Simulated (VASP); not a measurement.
A run of VASP 6.6.1:

INCAR

```
SYSTEM = TaN
PREC = Accurate
ENCUT = 520
EDIFF = 1E-6
ISMEAR = 0
SIGMA = 0.15
LREAL = .False.
LASPH = .True.
NELM = 100
ALGO = Normal
ISIF = 2
LWAVE = .False.
LCHARG = .True.
GGA = PE
LELF = .True.
LVHAR = .True.
NBANDS = 15
```

KPOINTS

```
regular mesh
0
Gamma
  18 18 18
  0 0 0
```

File POSCAR:

```
TaN
1.0
    0.0000000000      2.2596716781      2.1049934145
    2.2596716781      0.0000000000      2.1049934145
    2.2596716781      2.2596716781      0.0000000000
Ta N
1 1
Direct
    0.4968326312      0.5031673688      0.5031673688
    0.0409173038     -0.0409173038     -0.0409173038
```

Potentials or basis: VASP PAW PBE potentials, release 64 (Ta_pv, N).

Command:

```sh
$ cat potpaw_PBE.64/Ta_pv/POTCAR potpaw_PBE.64/N/POTCAR > POTCAR
$ mpirun -np 1 vasp_std > vasp.out
```

Hardware: 1 thread of AMD EPYC 9R45 96-Core Processor (Zen 5), on a shared host.

Q: How long does it take, and how much memory?

A: It took 110 s on 1 thread of AMD EPYC 9R45 96-Core Processor (Zen 5) (shared host), peak memory 0.35 GiB. Counts: scf iterations 12, k points 865.
